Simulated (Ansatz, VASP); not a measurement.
# Two plane-wave programs on ZnO

```
Zn O
1.0
     3.24940    0.00000    0.00000
    -1.62470    2.81406    0.00000
     0.00000    0.00000    5.20380
Zn O
2 2
Direct
  0.33333 0.66667 0.00000
  0.66667 0.33333 0.50000
  0.33333 0.66667 0.40132
  0.66667 0.33333 0.90132
```

Change from the starting cell: all O atoms moved +0.100 Å, as atom 3 along Cartesian [0 0 1].

Alike in both runs: task single point; functional r2SCAN; k mesh 12 × 12 × 6; occupations gaussian, width 0.05 eV; no spin polarisation.

|  | VASP | Ansatz |
| --- | --- | --- |
| version | VASP 6.6.1 | Ansatz 0.2.0 |
| potentials or method | VASP PAW PBE potentials, release 64 (Zn, O), cutoff 520 eV | scalar-relativistic, plane waves, PAW |
| valence electrons in the cell | 36 | 36 |

|  | VASP | Ansatz | Ansatz less VASP |
| --- | --- | --- | --- |
| gap on the k mesh at the Fermi level (eV) | 1.23 | 1.23 | +0.003 |
| least direct gap on the mesh (eV) | 1.23 | 1.23 | +0.003 |
| pressure (GPa) | 0.6 | -0.5 | -1.01 |
| traceless stress, the component that is largest in VASP (GPa) | -4.63 | -4.34 | +0.290 |
| rms of the force components (eV/Å) | 0.277 | 0.269 | -0.0083 |

VASP's potentials were made for PBE, not for r2SCAN. Atom by atom the forces differ by 0.008 eV/Å (rms over components). The functional is the same, so the differences come from potentials, cutoffs and numerics.
